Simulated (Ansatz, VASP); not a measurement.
SiC in VASP and in Ansatz

```
Si C
1.0
     0.00000    2.17831    2.17831
     2.17831    0.00000    2.17831
     2.17831    2.17831    0.00000
Si C
1 1
Direct
  0.75000 0.75000 0.75000
  0.00000 0.00000 0.00000
```

Alike in both runs: functional r2SCAN; k mesh 10 × 10 × 10; occupations gaussian, width 0.02 eV; no spin polarisation.

Ansatz relaxed the structure, and its values are those at the end. VASP's run is a single point on that final structure, the one shown.

```csv
,VASP,Ansatz
version,VASP 6.6.1,Ansatz 0.2.0
potentials or method,"VASP PAW PBE potentials, release 64 (Si, C), cutoff 520 eV","scalar-relativistic, plane waves, PAW"
valence electrons in the cell,8,8
```

```tsv
	VASP	Ansatz	Ansatz less VASP
gap on the k mesh at the Fermi level (eV)	1.72	1.71	-0.013
least direct gap on the mesh (eV)	5.06	5.05	-0.008
pressure (GPa)	-0.2	0.0	+0.22
```

VASP's potentials were made for PBE, not for r2SCAN.
